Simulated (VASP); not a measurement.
# MgO (Fm-3m) in VASP: notebook

Runs on MgO. Level: LDA. Tasks: relaxation of cell and atoms.

Everything below comes from runs of VASP 6.6.1. Logs are shortened: lines on timing, memory, paths and dates and some standing lists are left out, and cuts for length are marked.

**1. The cell of the first run**

Symmetry: Fm-3m, No. 225, cubic system. The conventional cell has a = 4.163 Å, b = 4.163 Å, c = 4.163 Å, α = 90.00°, β = 90.00°, γ = 90.00°. Within 2.8 Å of Mg (site symmetry m-3m) lie 6 O at 2.08 Å. Within 2.8 Å of O (site symmetry m-3m) lie 6 Mg at 2.08 Å.

**2. Relaxation of cell and atoms, LDA**

Contents of INCAR:

```
PREC = Accurate
ENCUT = 840
EDIFF = 1E-7
ISMEAR = 0
SIGMA = 0.02
LREAL = False
LASPH = True
NELM = 120
ALGO = Normal
ISIF = 3
LWAVE = False
LCHARG = False
IBRION = 2
NSW = 100
EDIFFG = -0.002
GGA_COMPAT = False
NELMIN = 4
```

Contents of KPOINTS:

```
Automatic mesh
0
Gamma
  10 10 10
```

Contents of POSCAR:

```
MgO
1.0
    0.0000000000      2.0816499862      2.0816499862
    2.0816499862      0.0000000000      2.0816499862
    2.0816499862      2.0816499862      0.0000000000
Mg O
1 1
Direct
    0.0000000000      0.0000000000      0.0000000000
    0.5000000000      0.5000000000      0.5000000000
```

Potentials or basis: VASP PAW LDA potentials, release 64 (Mg_sv, O).

On the command line:

```console
> cat potpaw_LDA.64/Mg_sv/POTCAR potpaw_LDA.64/O/POTCAR > POTCAR
> mpirun -np 1 vasp_std > vasp.out
```

OUTCAR:

```text
PREC = Accurate
   ENCUT = 840
   EDIFF = 1E-7
   ISMEAR = 0
   LREAL = False
   LASPH = True
   NELM = 120
   ISIF = 3
   IBRION = 2
   NSW = 100
   EDIFFG = -0.002
   NELMIN = 4

 ion  position               nearest neighbor table
   1  0.000  0.000  0.000-   2 2.08   2 2.08   2 2.08   2 2.08   2 2.08   2 2.08
   2  0.500  0.500  0.500-   1 2.08   1 2.08   1 2.08   1 2.08   1 2.08   1 2.08

  LATTYP: Found a face centered cubic cell.
 ALAT       =     4.1632999724

  Lattice vectors:

 A1 = (   0.0000000000,   2.0816499862,   2.0816499862)
 A2 = (   2.0816499862,   0.0000000000,   2.0816499862)
 A3 = (   2.0816499862,   2.0816499862,   0.0000000000)

Analysis of symmetry for initial positions (statically):
=====================================================================
 Subroutine PRICEL returns:
 Original cell was already a primitive cell.

 Routine SETGRP: Setting up the symmetry group for a
 face centered cubic supercell.

 Subroutine GETGRP returns: Found 48 space group operations
 (whereof 48 operations were pure point group operations)
 out of a pool of 48 trial point group operations.

The static configuration has the point symmetry O_h .

Analysis of symmetry for dynamics (positions and initial velocities):
=====================================================================
 Subroutine PRICEL returns:
 Original cell was already a primitive cell.

 Routine SETGRP: Setting up the symmetry group for a
 face centered cubic supercell.

 Subroutine GETGRP returns: Found 48 space group operations
 (whereof 48 operations were pure point group operations)
 out of a pool of 48 trial point group operations.

The dynamic configuration has the point symmetry O_h .

 Subroutine INISYM returns: Found 48 space group operations
 (whereof 48 operations are pure point group operations),
 and found     1 'primitive' translations

----------------------------------------------------------------------------------------

                                     Primitive cell

  volume of cell :      18.0407

  direct lattice vectors                    reciprocal lattice vectors
     0.000000000  2.081649986  2.081649986    -0.240194078  0.240194078  0.240194078
     2.081649986  0.000000000  2.081649986     0.240194078 -0.240194078  0.240194078
     2.081649986  2.081649986  0.000000000     0.240194078  0.240194078 -0.240194078

  length of vectors
     2.943897643  2.943897643  2.943897643     0.416028347  0.416028347  0.416028347

  position of ions in fractional coordinates (direct lattice)
     0.000000000  0.000000000  0.000000000
     0.500000000  0.500000000  0.500000000

  ion indices of the primitive-cell ions
   primitive index   ion index
                 1           1
                 2           2

----------------------------------------------------------------------------------------

 KPOINTS: Automatic mesh

Automatic generation of k-mesh.
 Grid dimensions read from file:
 generate k-points for:   10   10   10

 Generating k-lattice:

  Cartesian coordinates                     Fractional coordinates (reciprocal lattice)
    -0.024019408  0.024019408  0.024019408     0.100000000  0.000000000  0.000000000
     0.024019408 -0.024019408  0.024019408     0.000000000  0.100000000  0.000000000
     0.024019408  0.024019408 -0.024019408     0.000000000  0.000000000  0.100000000

  Length of vectors
     0.041602835  0.041602835  0.041602835

  Shift w.r.t. Gamma in fractional coordinates (k-lattice)
     0.000000000  0.000000000  0.000000000

 Subroutine IBZKPT returns following result:
 ===========================================

[... 57 lines left out ...]
   PSTRESS=    0.0 pullay stress
   NELECT =      16.0000    total number of electrons
   NUPDOWN=      -1.0000    fix difference up-down
   EMIN   =  10.00;   EMAX   =-10.00  energy-range for DOS
   EFERMI =   0.00;   METHOD = LEGACY
   ISMEAR =     0;   SIGMA  =   0.02  broadening in eV -4-tet -1-fermi 0-gaus
   EFERMI_NEDOS =   21; number of points for ismear=-14 and -15
   IALGO  =     38    algorithm
   IMIX   =      4    mixing-type and parameters
     AMIX     =   0.40;   BMIX     =  1.00
     AMIX_MAG =   1.60;   BMIX_MAG =  1.00
  volume/ion in A,a.u.               =       9.02        60.87
  Fermi-wavevector in a.u.,A,eV,Ry     =   1.572886  2.972323 33.660390  2.473969
  Thomas-Fermi vector in A             =   2.674253
   LORBIT       =      0    0 simple, 1 ext, 2 COOP (PROOUT), +10 PAW based schemes
   GGA     = CA    functional components
   LHFCALC =     F    Hartree Fock is set to
   AEXX    =    0.0000 exact exchange contribution
   IVDW    =     0    specifies the selected vdW correction
   LEPSILON=     F    determine dielectric tensor
   LRPA    =     F    only Hartree local field effects (RPA)
 conjugate gradient relaxation of ions
 non-spin polarized calculation
 Gauss-broadening in eV      SIGMA  =   0.02
  energy-cutoff  :      840.00
  volume of cell :       18.04
 maximum number of plane-waves:      1010
   NGX = 13   NGY = 13   NGZ = 13

--------------------------------------- Ionic step        1  -------------------------------------------

 number of electron      15.9999996 magnetization

 Free energy of the ion-electron system (eV)
  ---------------------------------------------------
  ext. energy  EPLUGINS =         0.00000000
  ---------------------------------------------------
  free energy    TOTEN  =       -13.23365813 eV

  energy without entropy =      -13.23365813  energy(sigma->0) =      -13.23365813

------------------------ aborting loop because EDIFF is reached ----------------------------------------

  FORCE on cell =-STRESS in cart. coord.  units (eV):
  Direction    XX          YY          ZZ          XY          YZ          ZX
  --------------------------------------------------------------------------------------
  -------------------------------------------------------------------------------------
  Total        0.0116048      0.0116048      0.0116048      0.0000000      0.0000000      0.0000000
  in kB        1.0306149      1.0306149      1.0306149      0.0000000      0.0000000      0.0000000
  external PRESSURE =       1.0306149 kB  Pullay stress =       0.0000000 kB

 VOLUME and BASIS-vectors are now :
 -----------------------------------------------------------------------------
  energy-cutoff  :      840.00
  volume of cell :       18.04
      direct lattice vectors                 reciprocal lattice vectors
     0.000000000  2.081649986  2.081649986    -0.240194078  0.240194078  0.240194078
     2.081649986  0.000000000  2.081649986     0.240194078 -0.240194078  0.240194078
     2.081649986  2.081649986  0.000000000     0.240194078  0.240194078 -0.240194078

 POSITION                                       TOTAL-FORCE (eV/Angst)
 -----------------------------------------------------------------------------------
      0.00000      0.00000      0.00000         0.000000      0.000000      0.000000
      2.08165      2.08165      2.08165        -0.000000     -0.000000     -0.000000
 -----------------------------------------------------------------------------------
    total drift:                                0.000000      0.000000      0.000000

  FREE ENERGIE OF THE ION-ELECTRON SYSTEM (eV)
  ---------------------------------------------------
  free  energy   TOTEN  =       -13.2336581301 eV

  energy  without entropy=      -13.2336581301  energy(sigma->0) =      -13.23365813

--------------------------------------- Ionic step        2  -------------------------------------------

 number of electron      15.9999996 magnetization

 Free energy of the ion-electron system (eV)
  ---------------------------------------------------
  ext. energy  EPLUGINS =         0.00000000
  ---------------------------------------------------
  free energy    TOTEN  =       -13.23366573 eV

  energy without entropy =      -13.23366573  energy(sigma->0) =      -13.23366573

 E-fermi :   3.0654     XC(G=0): -12.1106

 val. band max:        2.8313572341   @ k =   0.0000   0.0000   0.0000
 cond. band min:       7.8382448605   @ k =   0.0000   0.0000   0.0000
 fundamental gap:      5.0068876264
 Fermi energy:         3.0654371253

 k-point     1 :       0.0000    0.0000    0.0000
  band No.  band energies     occupation
      1     -68.3944      2.00000
      2     -35.8515      2.00000
      3     -35.8515      2.00000
      4     -35.8515      2.00000
      5     -14.3337      2.00000
      6       2.8314      2.00000
      7       2.8314      2.00000
      8       2.8314      2.00000
      9       7.8382      0.00000
     10      18.5469      0.00000
     11      18.5469      0.00000
     12      18.5469      0.00000
[... 331 lines left out ...]
 k-point    24 :       0.4000    0.3000    0.0000
  band No.  band energies     occupation
      1     -68.3827      2.00000
      2     -35.9251      2.00000
      3     -35.8809      2.00000
      4     -35.8779      2.00000
      5     -12.9498      2.00000
      6      -0.8931      2.00000
      7       1.4585      2.00000
      8       1.6910      2.00000
      9      12.5211      0.00000
     10      12.9539      0.00000
     11      16.5332      0.00000
     12      21.1476      0.00000

 [... further k-points ...]

------------------------ aborting loop because EDIFF is reached ----------------------------------------

  FORCE on cell =-STRESS in cart. coord.  units (eV):
  Direction    XX          YY          ZZ          XY          YZ          ZX
  --------------------------------------------------------------------------------------
  -------------------------------------------------------------------------------------
  Total        0.0034232      0.0034232      0.0034232     -0.0000000     -0.0000000      0.0000000
  in kB        0.3037585      0.3037585      0.3037585     -0.0000000     -0.0000000      0.0000000
  external PRESSURE =       0.3037585 kB  Pullay stress =       0.0000000 kB

 VOLUME and BASIS-vectors are now :
 -----------------------------------------------------------------------------
  energy-cutoff  :      840.00
  volume of cell :       18.06
      direct lattice vectors                 reciprocal lattice vectors
     0.000000000  2.082232690  2.082232690    -0.240126861  0.240126861  0.240126861
     2.082232690 -0.000000000  2.082232690     0.240126861 -0.240126861  0.240126861
     2.082232690  2.082232690  0.000000000     0.240126861  0.240126861 -0.240126861

 POSITION                                       TOTAL-FORCE (eV/Angst)
 -----------------------------------------------------------------------------------
      2.08223      2.08223      0.00000         0.000000      0.000000      0.000000
      2.08223      2.08223      2.08223        -0.000000     -0.000000     -0.000000
 -----------------------------------------------------------------------------------
    total drift:                                0.000000      0.000000      0.000000

  FREE ENERGIE OF THE ION-ELECTRON SYSTEM (eV)
  ---------------------------------------------------
  free  energy   TOTEN  =       -13.2336657268 eV

  energy  without entropy=      -13.2336657268  energy(sigma->0) =      -13.23366573

 reached required accuracy - stopping structural energy minimisation
```

Run time: 32 s. Hardware: 1 thread of Intel Xeon Platinum 8375C at 2.90GHz (Ice Lake), shared host; peak memory 0.15 GiB.

Results:

```yaml
Free_energy: -13.2337 eV
Relaxed_volume: 9.03 Å³/atom
Relaxed_cell: a = 2.945 Å, b = 2.945 Å, c = 2.945 Å, α = 60.00°, β = 60.00°, γ = 60.00°
Space_group_after_relaxing_to_0.1_Å: Fm-3m (No. 225)
Energy_gained_by_relaxing: 0.0 meV/atom
Ionic_steps: 2
Pressure_after_relaxing: 0.0 GPa
Band_gap_on_the_k_mesh: 5.01 eV
```

Final structure:
```xyz
2
Lattice="0.0000 2.0822 2.0822 2.0822 0.0000 2.0822 2.0822 2.0822 0.0000" Properties=species:S:1:pos:R:3 pbc="T T T"
Mg    2.0822    2.0822    0.0000
O     2.0822    2.0822    2.0822
```

**3. Relaxation of cell and atoms, LDA**

This run uses another cell than the first one, of 9.59 Å³/atom.

Contents of INCAR:

```
SYSTEM = MgO
PREC = Accurate
ENCUT = 840
EDIFF = 1E-7
ISMEAR = 0
SIGMA = 0.1
LREAL = .False.
LASPH = .True.
NELM = 120
ALGO = Normal
ISIF = 3
LWAVE = .False.
LCHARG = .False.
GGA = CA
IBRION = 2
NSW = 100
EDIFFG = -0.05
GGA_COMPAT = .False.
NELMIN = 4
```

Contents of KPOINTS:

```
regular mesh
0
Gamma
  8 8 8
  0 0 0
```

Contents of POSCAR:

```
MgO
1.0
    0.0000000000      2.1245000000      2.1245000000
    2.1245000000      0.0000000000      2.1245000000
    2.1245000000      2.1245000000      0.0000000000
Mg O
1 1
Direct
    0.0000000000      0.0000000000      0.0000000000
    0.5000000000      0.5000000000      0.5000000000
```

Potentials or basis: VASP PAW LDA potentials, release 64 (Mg_sv, O).

On the command line:

```console
> cat potpaw_LDA.64/Mg_sv/POTCAR potpaw_LDA.64/O/POTCAR > POTCAR
> mpirun -np 1 vasp_std > vasp.out
```

Wall time 14 s (1 thread of AMD EPYC 9R45 (Zen 5), shared host); peak memory 0.12 GiB.

It converged, with:

```yaml
Free_energy: -13.2366 eV
Relaxed_volume: 9.04 Å³/atom
Relaxed_cell: a = 2.946 Å, b = 2.946 Å, c = 2.946 Å, α = 60.00°, β = 60.00°, γ = 60.00°
Space_group_after_relaxing_to_0.1_Å: Fm-3m (No. 225)
Energy_gained_by_relaxing: 16.7 meV/atom
Ionic_steps: 3
Pressure_after_relaxing: 0.0 GPa
Band_gap_on_the_k_mesh: 5.00 eV
```

The path:
```csv
step,energy change (eV),largest force (eV/Å),pressure (GPa),volume (Å³)
1,0.0000,0.0000,-9.21,19.18
2,-0.0287,0.0000,3.85,17.69
3,-0.0333,0.0000,0.04,18.07
```

Final structure:
```
Mg O
1.0
     0.00000    2.08283    2.08283
     2.08283    0.00000    2.08283
     2.08283    2.08283    0.00000
Mg O
1 1
Direct
  0.00000 0.00000 0.00000
  0.50000 0.50000 0.50000
```

Levels at points of the mesh, in eV from the valence-band top:
```tsv
k point	band 4	band 5	band 6	band 7	band 8	band 9	band 10	band 11	band 12
(0.00, 0.00, 0.00)	-38.69	-17.16	0.00	0.00	0.00	5.00	15.71	15.71	15.71
(0.50, 0.00, 0.00)	-38.70	-15.69	-4.84	-0.71	-0.71	7.95	12.79	16.35	16.35
(0.50, 0.50, 0.00)	-38.72	-15.45	-4.26	-1.41	-1.41	8.93	10.09	13.25	19.15
```
